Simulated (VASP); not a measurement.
Crystal: HfO2.

```
CELL_PARAMETERS angstrom
5.52820 0.00000 0.00000
0.00000 5.52820 0.00000
0.00000 0.00000 3.64861
ATOMIC_POSITIONS crystal
Hf 0.00000 0.00000 0.00000
Hf 0.50000 0.50000 0.50000
O 0.30500 0.30500 0.00000
O 0.19500 0.80500 0.50000
O 0.80500 0.19500 0.50000
O 0.69500 0.69500 0.00000
```

- Program: VASP 6.6.1
- Task: relaxation of cell and atoms
- Functional: PBEsol
- Potentials or basis: VASP PAW PBE potentials, release 64 (Hf_pv, O)
- Cutoff: 600 eV
- k mesh: 4 × 4 × 6
- Occupations: fermi-dirac, width 0.03 eV
- Spin: no spin polarisation

At the start: pressure -39.8 GPa; volume 18.58 Å³/atom.

Task: How do energy, volume and symmetry change on relaxing?

Result: Over 11 steps the energy falls by 1119.1 meV/atom and the volume is 12.34 Å³/atom (-33.6 %); space group P4_2/mnm (No. 136, to 0.05 Å).

The path:
| step | energy change (eV) | largest force (eV/Å) | pressure (GPa) | volume (Å³) |
| --- | --- | --- | --- | --- |
| 1 | 0.0000 | 0.8879 | -39.79 | 111.51 |
| 2 | 4.2414 | 7.7951 | 193.51 | 52.27 |
| 3 | -6.5316 | 0.2192 | -8.80 | 78.02 |
| 4 | -6.5901 | 0.3884 | -4.34 | 76.41 |
| 5 | -6.6013 | 0.5164 | -0.98 | 75.30 |
| 6 | -6.7126 | 0.1461 | 0.43 | 73.81 |
| 7 | -6.7137 | 0.0808 | 0.24 | 73.94 |
| 8 | -6.7146 | 0.0232 | -0.33 | 74.11 |
| 9 | -6.7146 | 0.0221 | -0.33 | 74.11 |
| 10 | -6.7147 | 0.0280 | 0.28 | 73.92 |
| 11 | -6.7148 | 0.0045 | 0.00 | 74.01 |

Final structure:
```
Hf O
1.0
     4.81107    0.00000    0.00000
     0.00000    4.81107    0.00000
     0.00000    0.00000    3.19757
Hf O
2 4
Cartesian
  0.0000 0.0000 0.0000
  2.4055 2.4055 1.5988
  1.4680 1.4680 0.0000
  0.9376 3.8735 1.5988
  3.8735 0.9376 1.5988
  3.3431 3.3431 0.0000
```

Caveat: the volume moved by over 15 % at a fixed basis, so the end points are rough; the PAW data sets were made with another functional, which shifts forces and pressure a little.
